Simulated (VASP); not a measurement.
# TaN (Fm-3m) in VASP: further runs

Runs on TaN. Level: LDA. Tasks: vibrations by perturbation theory, elastic constants.

All numbers are computed with VASP 6.6.1; they aren't measurements. Logs are shortened: lines on timing, memory, paths and dates and some standing lists are left out, and cuts for length are marked.

### Step 1. The cell of the first run

Symmetry: Fm-3m, No. 225, cubic system. The conventional cell has a = 4.378 Å, b = 4.378 Å, c = 4.378 Å, α = 90.00°, β = 90.00°, γ = 90.00°. Within 2.9 Å of Ta (site symmetry m-3m) lie 6 N at 2.19 Å. Within 2.9 Å of N (site symmetry m-3m) lie 6 Ta at 2.19 Å.

### Step 2. Vibrations by perturbation theory, LDA (10.49 Å³/atom)

INCAR reads:

```
SYSTEM = TaN
ALGO = Normal ; EDIFF = 1E-8
ENCUT = 520 ; GGA = CA
IBRION = 8 ; ISIF = 2
ISMEAR = -1 ; LASPH = .TRUE.
LCHARG = .FALSE. ; LREAL = .FALSE.
LWAVE = .FALSE. ; NELM = 100
NSW = 1 ; PREC = Accurate
SIGMA = 0.15
```

KPOINTS reads:

```
k-points
0
G
  16 16 16
  0 0 0
```

POSCAR reads:

```
TaN
1.0
    0.0000000000      2.1891178612      2.1891178612
    2.1891178612      0.0000000000      2.1891178612
    2.1891178612      2.1891178612      0.0000000000
Ta N
1 1
Direct
    0.5000000000      0.5000000000      0.5000000000
    0.0000000000      0.0000000000      0.0000000000
```

Potentials or basis: VASP PAW LDA potentials, release 64 (Ta_pv, N).

Command:

```
> cat potpaw_LDA.64/Ta_pv/POTCAR potpaw_LDA.64/N/POTCAR > POTCAR
> mpirun -np 1 vasp_std > vasp.out
```

OUTCAR:

```text
SYSTEM = TaN
   EDIFF = 1E-8
   ENCUT = 520
   GGA = CA
   IBRION = 8
   ISIF = 2
   ISMEAR = -1
   LASPH = .TRUE.
   LREAL = .FALSE.
   NELM = 100
   NSW = 1
   PREC = Accurate

 ion  position               nearest neighbor table
   1  0.500  0.500  0.500-   2 2.19   2 2.19   2 2.19   2 2.19   2 2.19   2 2.19
   2  0.000  0.000  0.000-   1 2.19   1 2.19   1 2.19   1 2.19   1 2.19   1 2.19

  LATTYP: Found a face centered cubic cell.
 ALAT       =     4.3782357224

  Lattice vectors:

 A1 = (   0.0000000000,   2.1891178612,   2.1891178612)
 A2 = (   2.1891178612,   0.0000000000,   2.1891178612)
 A3 = (   2.1891178612,   2.1891178612,   0.0000000000)

Analysis of symmetry for initial positions (statically):
=====================================================================
 Subroutine PRICEL returns:
 Original cell was already a primitive cell.

 Routine SETGRP: Setting up the symmetry group for a
 face centered cubic supercell.

 Subroutine GETGRP returns: Found 48 space group operations
 (whereof 48 operations were pure point group operations)
 out of a pool of 48 trial point group operations.

The static configuration has the point symmetry O_h .

Analysis of symmetry for dynamics (positions and initial velocities):
=====================================================================
 Subroutine PRICEL returns:
 Original cell was already a primitive cell.

 Routine SETGRP: Setting up the symmetry group for a
 face centered cubic supercell.

 Subroutine GETGRP returns: Found 48 space group operations
 (whereof 48 operations were pure point group operations)
 out of a pool of 48 trial point group operations.

The dynamic configuration has the point symmetry O_h .

 Subroutine INISYM returns: Found 48 space group operations
 (whereof 48 operations are pure point group operations),
 and found     1 'primitive' translations

----------------------------------------------------------------------------------------

                                     Primitive cell

  volume of cell :      20.9815

  direct lattice vectors                    reciprocal lattice vectors
     0.000000000  2.189117861  2.189117861    -0.228402504  0.228402504  0.228402504
     2.189117861  0.000000000  2.189117861     0.228402504 -0.228402504  0.228402504
     2.189117861  2.189117861  0.000000000     0.228402504  0.228402504 -0.228402504

  length of vectors
     3.095880169  3.095880169  3.095880169     0.395604741  0.395604741  0.395604741

  position of ions in fractional coordinates (direct lattice)
     0.500000000  0.500000000  0.500000000
     0.000000000  0.000000000  0.000000000

  ion indices of the primitive-cell ions
   primitive index   ion index
                 1           1
                 2           2

----------------------------------------------------------------------------------------

 KPOINTS: k-points

Automatic generation of k-mesh.
 Grid dimensions read from file:
 generate k-points for:   16   16   16

 Generating k-lattice:

  Cartesian coordinates                     Fractional coordinates (reciprocal lattice)
    -0.014275156  0.014275156  0.014275156     0.062500000  0.000000000  0.000000000
     0.014275156 -0.014275156  0.014275156     0.000000000  0.062500000  0.000000000
     0.014275156  0.014275156 -0.014275156     0.000000000  0.000000000  0.062500000

  Length of vectors
[... 84 lines left out ...]
   LEPSILON=     F    determine dielectric tensor
   LRPA    =     F    only Hartree local field effects (RPA)
 non-spin polarized calculation
  energy-cutoff  :      520.00
  volume of cell :       20.98
 maximum number of plane-waves:       588
   NGX = 11   NGY = 11   NGZ = 11

--------------------------------------- Ionic step        1  -------------------------------------------

 number of electron      16.0000003 magnetization

 Free energy of the ion-electron system (eV)
  ---------------------------------------------------
  ext. energy  EPLUGINS =         0.00000000
  ---------------------------------------------------
  free energy    TOTEN  =       -24.17351187 eV

  energy without entropy =      -24.11223176  energy(sigma->0) =      -24.14287181

 E-fermi :   9.5425     XC(G=0): -13.7338

 val. band max:        9.5331713297   @ k =  -0.2500   0.3750   0.1250
 cond. band min:       9.5509647381   @ k =  -0.3125   0.3125   0.1250
 fundamental gap:      0.0177934084
 Fermi energy:         9.5425040854

 k-point     1 :       0.0000    0.0000    0.0000
  band No.  band energies     occupation
      1     -25.9788      2.00000
      2     -25.9788      2.00000
      3     -25.9788      2.00000
      4      -9.1653      2.00000
      5       5.7447      2.00000
      6       5.7447      2.00000
      7       5.7447      2.00000
      8       7.3834      2.00000
      9       7.3834      2.00000
     10       7.3834      2.00000
     11       9.5534      0.96375
     12       9.5534      0.96375
[... 331 lines left out ...]
 k-point    24 :      -0.0625    0.0625    0.0000
  band No.  band energies     occupation
      1     -26.0691      2.00000
      2     -26.0026      2.00000
      3     -25.9810      2.00000
      4      -8.9052      2.00000
      5       4.5240      2.00000
      6       4.8193      2.00000
      7       5.1765      2.00000
      8       7.5607      2.00000
      9       7.8010      1.99998
     10       8.1065      1.99986
     11      10.0099      0.08493
     12      10.8771      0.00027

 [... further k-points ...]

------------------------ aborting loop because EDIFF is reached ----------------------------------------

  FORCE on cell =-STRESS in cart. coord.  units (eV):
  Direction    XX          YY          ZZ          XY          YZ          ZX
  --------------------------------------------------------------------------------------
  -------------------------------------------------------------------------------------
  Total       -0.6808833     -0.6808833     -0.6808833     -0.0000000     -0.0000000     -0.0000000
  in kB      -51.9931128    -51.9931128    -51.9931128     -0.0000000     -0.0000000     -0.0000000
  external PRESSURE =     -51.9931128 kB  Pullay stress =       0.0000000 kB

 VOLUME and BASIS-vectors are now :
 -----------------------------------------------------------------------------
  energy-cutoff  :      520.00
  volume of cell :       20.98
      direct lattice vectors                 reciprocal lattice vectors
     0.000000000  2.189117861  2.189117861    -0.228402504  0.228402504  0.228402504
     2.189117861  0.000000000  2.189117861     0.228402504 -0.228402504  0.228402504
     2.189117861  2.189117861  0.000000000     0.228402504  0.228402504 -0.228402504

 POSITION                                       TOTAL-FORCE (eV/Angst)
 -----------------------------------------------------------------------------------
      2.18912      2.18912      2.18912        -0.000000      0.000000     -0.000000
      0.00000      0.00000      0.00000         0.000000     -0.000000      0.000000
 -----------------------------------------------------------------------------------
    total drift:                                0.000000     -0.000000     -0.000000

  FREE ENERGIE OF THE ION-ELECTRON SYSTEM (eV)
  ---------------------------------------------------
  free  energy   TOTEN  =       -24.1735118661 eV

  energy  without entropy=      -24.1122317618  energy(sigma->0) =      -24.14287181

[... ionic steps 2 to 3 ...]

--------------------------------------- Ionic step        4  -------------------------------------------

------------------------ aborting loop because EDIFF is reached ----------------------------------------

[... ionic steps 5 to 6 ...]

--------------------------------------- Ionic step        7  -------------------------------------------

 Free energy of the ion-electron system (eV)
  ---------------------------------------------------
  ---------------------------------------------------
  free energy    TOTEN  =        -0.23093234 eV

  energy without entropy =       -0.23093234

------------------------ aborting loop because EDIFF is reached ----------------------------------------

 INTERNAL STRAIN TENSOR  FOR ION    2  DIRECTION 1   (eV/Angst):
 -----------------------------------------------------------------------------
     0.05310 -0.00000 -0.00000
     0.00000 -0.02454 -0.00000
    -0.00000 -0.00000 -0.02454

 INTERNAL STRAIN TENSOR FOR ION    2 for displacements in x,y,z  (eV/Angst):
          X           Y           Z          XY          YZ          ZX
  --------------------------------------------------------------------------------
  x     0.00000     0.00000     0.00000     0.00000     0.00000     0.00000
  y     0.00000     0.00000     0.00000     0.00000     0.00000     0.00000
  z     0.00000     0.00000     0.00000     0.00000     0.00000     0.00000

 SECOND DERIVATIVES (NOT SYMMETRIZED)
 ------------------------------------
               1X          1Y          1Z          2X          2Y          2Z
  1X    -7.733742    0.000000    0.000000    7.733742    0.000000    0.000000
  1Y     0.000000   -7.733742    0.000000    0.000000    7.733742    0.000000
  1Z     0.000000    0.000000   -7.733742    0.000000    0.000000    7.733742
  2X     7.735616    0.000000    0.000000   -7.735616    0.000000    0.000000
  2Y     0.000000    7.735616    0.000000    0.000000   -7.735616    0.000000
  2Z     0.000000    0.000000    7.735616    0.000000    0.000000   -7.735616

 Eigenvectors and eigenvalues of the dynamical matrix
 ----------------------------------------------------

   1 f  =   12.061421 THz    75.784145 2PiTHz  402.325706 cm-1    49.882008 meV
             X         Y         Z           dx          dy          dz
      2.189118  2.189118  2.189118    -0.232730    0.132813    0.000000
      0.000000  0.000000  0.000000     0.836763   -0.477520    0.000000
[... 21 lines left out ...]
   6 f/i=    0.000377 THz     0.002371 2PiTHz    0.012585 cm-1     0.001560 meV
             X         Y         Z           dx          dy          dz
      2.189118  2.189118  2.189118    -0.016721   -0.170780   -0.948025
      0.000000  0.000000  0.000000    -0.004651   -0.047499   -0.263676

--------------------------------------------------------------------------------------------------------

 ELASTIC MODULI CONTR FROM IONIC RELAXATION (kBar)
 Direction    XX          YY          ZZ          XY          YZ          ZX
 --------------------------------------------------------------------------------
 XX           0.0000      0.0000      0.0000      0.0000      0.0000      0.0000
 YY           0.0000      0.0000      0.0000      0.0000      0.0000      0.0000
 ZZ           0.0000      0.0000      0.0000      0.0000      0.0000      0.0000
 XY           0.0000      0.0000      0.0000      0.0000      0.0000      0.0000
 YZ           0.0000      0.0000      0.0000      0.0000      0.0000      0.0000
 ZX           0.0000      0.0000      0.0000      0.0000      0.0000      0.0000
 --------------------------------------------------------------------------------
```

Wall time 5.8 min (1 thread of Oxide Virtual Turin-like, shared host); peak memory 0.31 GiB.

Results:

| Item | Value |
| --- | --- |
| Highest phonon frequency at Γ | 402 cm⁻¹ |

Phonon frequencies in cm⁻¹ (negative: imaginary):
```csv
q point,frequencies
"(0.000, 0.000, 0.000)",0 0 0 402 402 402
```

Caveat: the cell stands under pressure or tension, which shifts response properties; spin-orbit coupling is left out, which moves the levels of the heavy elements.

### Step 3. Elastic constants, LDA

This run uses another cell than the first one, of 9.76 Å³/atom.

INCAR reads:

```
PREC = Accurate
ENCUT = 600
EDIFF = 1E-8
ISMEAR = -1
SIGMA = 0.15
LREAL = F
LASPH = T
NELM = 60
ALGO = Normal
ISIF = 3
LWAVE = F
LCHARG = T
IBRION = 6
NFREE = 2
POTIM = 0.015
NSW = 1
```

KPOINTS reads:

```
Automatic mesh
0
Gamma
  16 16 16
```

POSCAR reads:

```
TaN
1.0
    0.0000000000      2.1370986515      2.1370986515
    2.1370986515      0.0000000000      2.1370986515
    2.1370986515      2.1370986515      0.0000000000
Ta N
1 1
Direct
    0.5000000000      0.5000000000      0.5000000000
    0.0000000000      0.0000000000      0.0000000000
```

Potentials or basis: VASP PAW LDA potentials, release 64 (Ta_pv, N).

Command:

```
> cat potpaw_LDA.64/Ta_pv/POTCAR potpaw_LDA.64/N/POTCAR > POTCAR
> mpirun -np 1 vasp_std > vasp.out
```

Run time: 36 min. Hardware: 1 thread of Oxide Virtual Turin-like, shared host; peak memory 0.6 GiB.

It converged, with:

- Elastic constants C11, C12, C44: 1034, 165, 71 GPa
- Voigt bulk modulus: 455 GPa
- Highest phonon frequency at Γ: 495 cm⁻¹

Phonon frequencies in cm⁻¹ (negative: imaginary):
```csv
q point,frequencies
"(0.000, 0.000, 0.000)",0 0 0 495 495 495
```

Elastic tensor in Voigt notation (GPa, in the Cartesian axes of the cell as first typed):
```
1034  165  165    0    0    0
 165 1034  165    0    0    0
 165  165 1034    0    0    0
   0    0    0   71    0    0
   0    0    0    0   71    0
   0    0    0    0    0   71
```

Clamped-ion elastic tensor (GPa):
```
1034  165  165    0    0    0
 165 1034  165    0    0    0
 165  165 1034    0    0    0
   0    0    0   71    0    0
   0    0    0    0   71    0
   0    0    0    0    0   71
```

Caveat: the cell is under stress, which shifts elastic constants; spin-orbit coupling is left out, which moves the levels of the heavy elements.

### Step 4. Elastic constants, LDA

This run uses another cell than the first one, of 10.00 Å³/atom.

INCAR reads:

```
SYSTEM = TaN
  ALGO = Normal
  EDIFF = 1E-8
  ENCUT = 600
  GGA = CA
  IBRION = 6
  ISIF = 3
  ISMEAR = -1
  LASPH = .TRUE.
  LCHARG = .FALSE.
  LREAL = .FALSE.
  LWAVE = .FALSE.
  NELM = 80
  NFREE = 2
  NSW = 1
  POTIM = 0.015
  PREC = Accurate
  SIGMA = 0.15
```

KPOINTS reads:

```
k-points
0
G
  16 16 16
  0 0 0
```

POSCAR reads:

```
TaN
1.0
    0.0000000000      2.1547769824      2.1547769824
    2.1547769824      0.0000000000      2.1547769824
    2.1547769824      2.1547769824      0.0000000000
Ta N
1 1
Direct
    0.5000000000      0.5000000000      0.5000000000
    0.0000000000      0.0000000000      0.0000000000
```

Command:

```
> cat potpaw_LDA.64/Ta_pv/POTCAR potpaw_LDA.64/N/POTCAR > POTCAR
> mpirun -np 1 vasp_std > vasp.out
```

Run time: 30 min. Hardware: 1 thread of Oxide Virtual Turin-like, shared host; peak memory 0.62 GiB.

The run converged. Its results:

```
Elastic constants C11, C12, C44 : 935, 160, 68 GPa
Voigt bulk modulus              : 418 GPa
Highest phonon frequency at Γ   : 463 cm⁻¹
```

Phonon frequencies in cm⁻¹ (negative: imaginary):
```
              q point        frequencies
(0.000, 0.000, 0.000)  0 0 0 463 463 463
```

Elastic tensor in Voigt notation (GPa, in the Cartesian axes of the cell as first typed):
```
935 160 160   0   0   0
160 935 160   0   0   0
160 160 935   0   0   0
  0   0   0  68   0   0
  0   0   0   0  68   0
  0   0   0   0   0  68
```

Clamped-ion elastic tensor (GPa):
```
935 160 160   0   0   0
160 935 160   0   0   0
160 160 935   0   0   0
  0   0   0  68   0   0
  0   0   0   0  68   0
  0   0   0   0   0  68
```

Caveat: the cell is under stress, which shifts elastic constants; spin-orbit coupling is left out, which moves the levels of the heavy elements.
